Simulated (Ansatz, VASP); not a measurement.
# Cu3O2: VASP beside Ansatz

INCAR

```
SYSTEM = Cu3O2
ALGO = Normal ; EDIFF = 1E-7
ENCUT = 520 ; GGA = CA
ISIF = 2 ; ISMEAR = 0
LASPH = .True. ; LCHARG = .False.
LREAL = .False. ; LWAVE = .False.
NBANDS = 30 ; NELM = 100
PREC = Accurate ; SIGMA = 0.15
```

The input KPOINTS:

```
k-points
0
Gamma
  14 14 14
  0 0 0
```

File POSCAR:

```
Cu3O2
1.0
   -1.9354500000      1.9354500000      3.7799000000
    1.9354500000     -1.9354500000      3.7799000000
    1.9354500000      1.9354500000     -3.7799000000
Cu O
3 2
Direct
    0.2500000000      0.7500000000      0.5000000000
    0.7500000000      0.2500000000      0.5000000000
    0.0000000000      0.0000000000      0.0000000000
    0.0000000000      0.5000000000      0.5000000000
    0.5000000000      0.0000000000      0.5000000000
```

Input for Ansatz:

```yaml
crystal:
  lattice:
    - [-1.93545, 1.93545, 3.7799]
    - [1.93545, -1.93545, 3.7799]
    - [1.93545, 1.93545, -3.7799]
  atoms:
    - { symbol: Cu, position: [0.25, 0.75, 0.5] }
    - { symbol: Cu, position: [0.75, 0.25, 0.5] }
    - { symbol: Cu, position: [0.0, 0.0, 0.0] }
    - { symbol: O, position: [0.0, 0.5, 0.5] }
    - { symbol: O, position: [0.5, 0.0, 0.5] }
basis:
  ecutwfc: 520.0
kpoints:
  mp_grid: { grid: [14, 14, 14] }
hamiltonian:
  xc: lda
  pseudopotentials: { kind: paw, azcp: { folder: soft_1 } }
scf:
  occupations: { method: gaussian, width: 0.15 }
output:
  forces: true
  stress: true
  eigenvalues: true
```

Alike in both runs: task single point; functional LDA; k mesh 14 × 14 × 14; occupations gaussian, width 0.15 eV; no spin polarisation.

|  | VASP | Ansatz |
| --- | --- | --- |
| version | VASP 6.6.1 | Ansatz 0.2.0 |
| potentials or method | VASP PAW LDA potentials, release 64 (Cu, O), cutoff 520 eV | scalar-relativistic, plane waves, PAW |
| valence electrons in the cell | 45 | 69 |

Ansatz gave:

* gap on the k mesh at the Fermi level (eV): none
* pressure (GPa): -9.2
* traceless stress, the component that is largest in VASP (GPa): -14.21

Question: Which values does VASP return?

Answer: gap on the k mesh at the Fermi level (eV): none; pressure (GPa): -8.2; traceless stress, the component that is largest in VASP (GPa): -13.68.

Ansatz warns that its potentials were made for another functional, while VASP's fit it. LDA's correlation is that of Perdew and Zunger in VASP and of Perdew and Wang (1992) in Ansatz. A gap of «none» marks a metal or a gap that the smearing closes. VASP's potentials hold 45 valence electrons a cell and Ansatz's 69, so a difference there can come from the potentials and not from the codes.
